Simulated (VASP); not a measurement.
# Hg2PtS4 (I-4) in VASP: single point with PBEsol

Aim: the single point of Hg2PtS4 with PBEsol.

Program: VASP 6.6.1. These are calculated values, not measurements. Logs are shortened: lines on timing, memory, paths and dates and some standing lists are left out, and cuts for length are marked.

**1. The cell of the first run**

It takes space group I-4 (No. 82, tetragonal). Conventional cell: a = 5.186 Å, b = 5.186 Å, c = 11.531 Å, α = 90.00°, β = 90.00°, γ = 90.00°. Hg (site symmetry -4) has 4 S at 2.59 Å within 3.4 Å. Within 3.4 Å of Hg (site symmetry -4) lie 4 S at 2.54 Å. Within 3.0 Å of Pt (site symmetry -4) lie 4 S at 2.27 Å. S (site symmetry 1) has 1 Pt at 2.27 Å and 2 Hg at 2.54 to 2.59 Å and 1 S at 3.04 Å within 3.1 Å.

**2. Single point, PBEsol**

INCAR

```
SYSTEM = Hg2PtS4
PREC = Accurate ; ENCUT = 500
EDIFF = 1E-6 ; ISMEAR = -1
SIGMA = 0.03 ; LREAL = .FALSE.
LASPH = .TRUE. ; NELM = 120
ALGO = Normal ; ISIF = 2
LWAVE = .FALSE. ; LCHARG = .FALSE.
GGA = PS ; NBANDS = 38
GGA_COMPAT = .FALSE.
```

KPOINTS

```
Automatic mesh
0
G
  6 6 6
  0 0 0
```

POSCAR

```
Hg2PtS4
1.0
   -2.5929005720      2.5929005720      5.7654004387
    2.5929005720     -2.5929005720      5.7654004387
    2.5929005720      2.5929005720     -5.7654004387
Hg Pt S
2 1 4
Direct
    0.5000000000      0.5000000000      0.0000000000
    0.2500000000      0.7500000000      0.5000000000
    0.0000000000      0.0000000000      0.0000000000
    0.0414201324      0.1306188288      0.4420095796
    0.6886092492      0.5994105527      0.5579904204
    0.4005894473      0.9585798676      1.0891986965
    0.8693811712      0.3113907508     -0.0891986965
```

Potentials or basis: VASP PAW PBE potentials, release 64 (Hg, Pt, S).

Launch:

```bash
$ cat potpaw_PBE.64/Hg/POTCAR potpaw_PBE.64/Pt/POTCAR potpaw_PBE.64/S/POTCAR > POTCAR
$ mpirun -np 1 vasp_std > vasp.out
```

OUTCAR:

```text
SYSTEM = Hg2PtS4
   PREC = Accurate
   ENCUT = 500
   EDIFF = 1E-6
   ISMEAR = -1
   LREAL = .FALSE.
   LASPH = .TRUE.
   NELM = 120
   ISIF = 2
   GGA = PS

 ion  position               nearest neighbor table
   1  0.500  0.500  0.000-   6 2.59   4 2.59   7 2.59   5 2.59   3 3.67   3 3.67   3 3.67   3 3.67

   2  0.250  0.750  0.500-   4 2.54   5 2.54   7 2.54   6 2.54
   3  0.000  0.000  0.000-   4 2.27   6 2.27   7 2.27   5 2.27   1 3.67   1 3.67   1 3.67   1 3.67

   4  0.041  0.131  0.442-   3 2.27   2 2.54   1 2.59
   5  0.689  0.599  0.558-   3 2.27   2 2.54   1 2.59
   6  0.401  0.959  0.089-   3 2.27   2 2.54   1 2.59
   7  0.869  0.311  0.911-   3 2.27   2 2.54   1 2.59

  LATTYP: Found a body centered tetragonal cell.
 ALAT       =     5.1858011440
 C/A-ratio  =     2.2235331740

  Lattice vectors:

 A1 = (  -2.5929005720,   2.5929005720,   5.7654004387)
 A2 = (   2.5929005720,  -2.5929005720,   5.7654004387)
 A3 = (   2.5929005720,   2.5929005720,  -5.7654004387)

Analysis of symmetry for initial positions (statically):
=====================================================================
 Subroutine PRICEL returns:
 Original cell was already a primitive cell.

 Routine SETGRP: Setting up the symmetry group for a
 body centered tetragonal supercell.

 Subroutine GETGRP returns: Found  4 space group operations
 (whereof  4 operations were pure point group operations)
 out of a pool of 16 trial point group operations.

The static configuration has the point symmetry S_4 .

Analysis of symmetry for dynamics (positions and initial velocities):
=====================================================================
 Subroutine PRICEL returns:
 Original cell was already a primitive cell.

 Routine SETGRP: Setting up the symmetry group for a
 body centered tetragonal supercell.

 Subroutine GETGRP returns: Found  4 space group operations
 (whereof  4 operations were pure point group operations)
 out of a pool of 16 trial point group operations.

The dynamic configuration has the point symmetry S_4 .

 Subroutine INISYM returns: Found  4 space group operations
 (whereof  4 operations are pure point group operations),
 and found     1 'primitive' translations

----------------------------------------------------------------------------------------

                                     Primitive cell

  volume of cell :     155.0462

  direct lattice vectors                    reciprocal lattice vectors
    -2.592900572  2.592900572  5.765400439     0.000000000  0.192834236  0.086724245
     2.592900572 -2.592900572  5.765400439     0.192834236  0.000000000  0.086724245
     2.592900572  2.592900572 -5.765400439     0.192834236  0.192834236  0.000000000

  length of vectors
     6.832723393  6.832723393  6.832723393     0.211438258  0.211438258  0.272708791

  position of ions in fractional coordinates (direct lattice)
     0.500000000  0.500000000  0.000000000
     0.250000000  0.750000000  0.500000000
     0.000000000  0.000000000  0.000000000
     0.041420132  0.130618829  0.442009580
     0.688609249  0.599410553  0.557990420
     0.400589447  0.958579868  0.089198696
     0.869381171  0.311390751  0.910801304

  ion indices of the primitive-cell ions
   primitive index   ion index
                 1           1
                 2           2
                 3           3
                 4           4
                 5           5
                 6           6
                 7           7

----------------------------------------------------------------------------------------

 KPOINTS: Automatic mesh

Automatic generation of k-mesh.
 Grid dimensions read from file:
 generate k-points for:    6    6    6

 Generating k-lattice:

  Cartesian coordinates                     Fractional coordinates (reciprocal lattice)
     0.000000000  0.032139039  0.014454041     0.166666667  0.000000000  0.000000000
     0.032139039  0.000000000  0.014454041     0.000000000  0.166666667  0.000000000
     0.032139039  0.032139039  0.000000000     0.000000000  0.000000000  0.166666667

  Length of vectors
     0.035239710  0.035239710  0.045451465

  Shift w.r.t. Gamma in fractional coordinates (k-lattice)
     0.000000000  0.000000000  0.000000000

 Subroutine IBZKPT returns following result:
 ===========================================

 Found     36 irreducible k-points:

 Following reciprocal coordinates:
            Coordinates               Weight
  0.000000  0.000000  0.000000      1.000000
  0.166667  0.000000  0.000000      8.000000
  0.333333 -0.000000  0.000000      8.000000
  0.500000 -0.000000  0.000000      4.000000
  0.166667  0.166667  0.000000      8.000000
  0.333333  0.166667  0.000000      8.000000
[... 16 lines left out ...]
  0.333333 -0.333333  0.166667      4.000000
 -0.166667  0.333333  0.166667      8.000000
 [... further k-points ...]
   k-points           NKPTS =     36   k-points in BZ     NKDIM =     36   number of bands    NBANDS=     38
   number of dos      NEDOS =    301   number of ions     NIONS =      7
   total plane-waves  NPLWV = 125000
   dimension x,y,z NGX =    50 NGY =   50 NGZ =   50
   dimension x,y,z NGXF=   100 NGYF=  100 NGZF=  100
   ions per type =               2   1   4
   NGX,Y,Z   is equivalent  to a cutoff of  12.17, 12.17, 12.17 a.u.
   NGXF,Y,Z  is equivalent  to a cutoff of  24.33, 24.33, 24.33 a.u.
 SYSTEM =  Hg2PtS4
   PREC   = accura    normal or accurate (medium, high low for compatibility)
   ISTART =      0    job   : 0-new  1-cont  2-samecut
   ICHARG =      2    charge: 1-file 2-atom 10-const
   ISPIN  =      1    spin polarized calculation?
   LNONCOLLINEAR =      F non collinear calculations
   LSORBIT =      F    spin-orbit coupling
   LASPH  =      T    aspherical Exc in radial PAW
   ENCUT  =  500.0 eV  36.75 Ry    6.06 a.u.  12.46 12.46 12.46*2*pi/ulx,y,z
   NELM   =    120;   NELMIN=  2; NELMDL= -5     # of ELM steps
   EDIFF  = 0.1E-05   stopping-criterion for ELM
   LREAL  =      F    real-space projection
   EDIFFG = 0.1E-04   stopping-criterion for IOM
   NSW    =      0    number of steps for IOM
   IBRION =     -1    ionic relax: 0-MD 1-quasi-New 2-CG
   NFREE  =      0    steps in history (QN), initial steepest desc. (CG)
   ISIF   =      2    stress and relaxation
   ISYM   =      2    0-nonsym 1-usesym 2-fastsym
   POTIM  = 0.5000    time-step for ionic-motion
   TEBEG  =    0.0;   TEEND  =   0.0 temperature during run
   PSTRESS=    0.0 pullay stress
   NELECT =      58.0000    total number of electrons
   NUPDOWN=      -1.0000    fix difference up-down
   EMIN   =  10.00;   EMAX   =-10.00  energy-range for DOS
   EFERMI =   0.00;   METHOD = LEGACY
   ISMEAR =    -1;   SIGMA  =   0.03  broadening in eV -4-tet -1-fermi 0-gaus
   EFERMI_NEDOS =   21; number of points for ismear=-14 and -15
   IALGO  =     38    algorithm
   IMIX   =      4    mixing-type and parameters
     AMIX     =   0.40;   BMIX     =  1.00
     AMIX_MAG =   1.60;   BMIX_MAG =  1.00
  volume/ion in A,a.u.               =      22.15       149.47
  Fermi-wavevector in a.u.,A,eV,Ry     =   1.179588  2.229099 18.931533  1.391428
  Thomas-Fermi vector in A             =   2.315896
   LORBIT       =      0    0 simple, 1 ext, 2 COOP (PROOUT), +10 PAW based schemes
   GGA     = PS    functional components
   LHFCALC =     F    Hartree Fock is set to
   AEXX    =    0.0000 exact exchange contribution
   IVDW    =     0    specifies the selected vdW correction
   LEPSILON=     F    determine dielectric tensor
   LRPA    =     F    only Hartree local field effects (RPA)
 non-spin polarized calculation
  energy-cutoff  :      500.00
  volume of cell :      155.05
 maximum number of plane-waves:      3967
 NGX is ok and might be reduce to    50
   NGX = 25   NGY = 25   NGZ = 25

 number of electron      58.0000001 magnetization

 Free energy of the ion-electron system (eV)
  ---------------------------------------------------
  ext. energy  EPLUGINS =         0.00000000
  ---------------------------------------------------
  free energy    TOTEN  =       -25.13197474 eV

  energy without entropy =      -25.12464092  energy(sigma->0) =      -25.12830783

 E-fermi :   3.8339     XC(G=0): -10.1274

 val. band max:        3.7754142279   @ k =   0.1667   0.0000   0.0000
 cond. band min:       3.8418244898   @ k =  -0.1667   0.1667   0.1667
 fundamental gap:      0.0664102619
 Fermi energy:         3.8339129767

 k-point     1 :       0.0000    0.0000    0.0000
  band No.  band energies     occupation
      1     -10.3633      2.00000
      2      -9.2132      2.00000
      3      -8.8769      2.00000
      4      -8.8769      2.00000
      5      -3.4804      2.00000
      6      -3.4625      2.00000
[... 30 lines left out ...]
     37       9.6973      0.00000
     38      10.6063      0.00000

 k-point     2 :       0.1667    0.0000    0.0000
  band No.  band energies     occupation
      1     -10.2716      2.00000
      2      -9.2293      2.00000
      3      -8.9457      2.00000
      4      -8.9105      2.00000
      5      -3.4698      2.00000
      6      -3.3991      2.00000
[... 30 lines left out ...]
     37       9.6170      0.00000
     38      10.5653      0.00000

 k-point     3 :       0.3333   -0.0000    0.0000
  band No.  band energies     occupation
      1     -10.0308      2.00000
      2      -9.2960      2.00000
      3      -9.1110      2.00000
      4      -8.9737      2.00000
      5      -3.4316      2.00000
      6      -3.3974      2.00000
[... 30 lines left out ...]
     37       9.6423      0.00000
[... 781 lines left out ...]
 k-point    23 :       0.3333   -0.3333    0.1667
  band No.  band energies     occupation
      1      -9.7810      2.00000
      2      -9.3710      2.00000
      3      -9.2648      2.00000
      4      -9.0098      2.00000
      5      -3.4690      2.00000
      6      -3.3305      2.00000
[... 30 lines left out ...]
     37       9.6848      0.00000
     38      10.3132      0.00000

 k-point    24 :      -0.1667    0.3333    0.1667
  band No.  band energies     occupation
      1      -9.8311      2.00000
      2      -9.3962      2.00000
      3      -9.2272      2.00000
      4      -8.9847      2.00000
      5      -3.5094      2.00000
      6      -3.3246      2.00000
[... 30 lines left out ...]
     37       9.6323      0.00000
     38      10.1560      0.00000

 [... further k-points ...]

------------------------ aborting loop because EDIFF is reached ----------------------------------------

  FORCE on cell =-STRESS in cart. coord.  units (eV):
  Direction    XX          YY          ZZ          XY          YZ          ZX
  --------------------------------------------------------------------------------------
  -------------------------------------------------------------------------------------
  Total        0.1534322      0.1534322      0.1332119     -0.0000002      0.0000000      0.0000000
  in kB        1.5854989      1.5854989      1.3765517     -0.0000019      0.0000000      0.0000000
  external PRESSURE =       1.5158498 kB  Pullay stress =       0.0000000 kB

 VOLUME and BASIS-vectors are now :
 -----------------------------------------------------------------------------
  energy-cutoff  :      500.00
  volume of cell :      155.05
      direct lattice vectors                 reciprocal lattice vectors
    -2.592900572  2.592900572  5.765400439     0.000000000  0.192834236  0.086724245
     2.592900572 -2.592900572  5.765400439     0.192834236  0.000000000  0.086724245
     2.592900572  2.592900572 -5.765400439     0.192834236  0.192834236  0.000000000

 POSITION                                       TOTAL-FORCE (eV/Angst)
 -----------------------------------------------------------------------------------
      0.00000      0.00000      5.76540         0.000000      0.000000      0.000000
      2.59290     -0.00000      2.88270         0.000000      0.000000      0.000000
      0.00000      0.00000      0.00000         0.000000      0.000000      0.000000
      1.37737      0.91480     -1.55649        -0.001723     -0.044191      0.010843
      1.21553      1.67810      4.20891         0.001723      0.044191      0.010843
      1.67810     -1.21553      7.32189         0.044191     -0.001723     -0.010843
      0.91480      3.80843      1.55649        -0.044191      0.001723     -0.010843
 -----------------------------------------------------------------------------------
    total drift:                                0.000000     -0.000000     -0.000000

  FREE ENERGIE OF THE ION-ELECTRON SYSTEM (eV)
  ---------------------------------------------------
  free  energy   TOTEN  =       -25.1319747447 eV

  energy  without entropy=      -25.1246409211  energy(sigma->0) =      -25.12830783
```

It took 6.5 min on 1 thread of Intel Xeon 8259CL, shared host; peak memory 0.46 GiB.

Results:

```yaml
Free_energy: -25.1320 eV
Pressure: 0.2 GPa
Largest_force: 0.046 eV/Å
Band_gap_on_the_k_mesh: zero (bands 29 and 30 overlap by 0.40 eV)
```

Forces on the atoms (eV/Å):
```
Hg   0.000  0.000  0.000
Hg   0.000  0.000  0.000
Pt   0.000  0.000  0.000
S   -0.002 -0.044  0.011
S    0.002  0.044  0.011
S    0.044 -0.002 -0.011
S   -0.044  0.002 -0.011
```

Caveat: the PAW data sets were made with another functional, which shifts forces and pressure a little; spin-orbit coupling is left out, which moves the levels of the heavy elements.

The gap in the log of VASP goes by the Fermi energy; the results here count the filled bands.